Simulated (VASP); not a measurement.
Input of a VASP 6.6.1 run:

File INCAR:

```
PREC = Accurate ; ENCUT = 520
EDIFF = 1E-8 ; ISMEAR = -1
SIGMA = 0.1 ; LREAL = False
LASPH = True ; NELM = 60
ALGO = Normal ; ISIF = 2
LWAVE = False ; LCHARG = False
GGA = PE ; LEFG = True
NELECT = 65.0 ; NBANDS = 44
```

KPOINTS

```
Automatic mesh
0
Gamma
  8 6 8
```

Contents of POSCAR:

```
SiO2
1.0
    4.0970000000      0.0000000000      0.0000000000
    0.0000000000      5.0462000000      0.0000000000
    0.0000000000      0.0000000000      4.4946000000
Si O
4 8
Direct
    0.0000000000      0.1522000000      0.2500000000
    0.5000000000      0.3478000000      0.7500000000
    0.0000000000      0.8478000000      0.7500000000
    0.5000000000      0.6522000000      0.2500000000
    0.7336000000      0.6245000000      0.9186000000
    0.7664000000      0.8755000000      0.4186000000
    0.2336000000      0.8755000000      0.0814000000
    0.2664000000      0.6245000000      0.5814000000
    0.2664000000      0.3755000000      0.0814000000
    0.2336000000      0.1245000000      0.5814000000
    0.7664000000      0.1245000000      0.9186000000
    0.7336000000      0.3755000000      0.4186000000
```

Potentials or basis: VASP PAW PBE potentials, release 64 (Si, O).

Launch:

```console
$ cat potpaw_PBE.64/Si/POTCAR potpaw_PBE.64/O/POTCAR > POTCAR
$ mpirun -np 1 vasp_std > vasp.out
```

Task: What does it give for the largest force?

Result: 0.559 eV/Å.

Forces on the atoms (eV/Å):
```
Si   0.000 -0.335  0.000
Si   0.000  0.335  0.000
Si   0.000  0.335  0.000
Si   0.000 -0.335  0.000
O   -0.066 -0.555 -0.021
O    0.066  0.555 -0.021
O   -0.066  0.555  0.021
O    0.066 -0.555  0.021
O    0.066  0.555  0.021
O   -0.066 -0.555  0.021
O    0.066 -0.555 -0.021
O   -0.066  0.555 -0.021
```

Caveat: the cell carries a net charge on a neutralising background, which shifts energy and pressure; without QUAD_EFG the Cq values of the log hold for a quadrupole moment of 1 mb, not for the nuclei; an odd number of electrons without spin polarisation forces a metal; a magnetic or distorted state may lie lower.
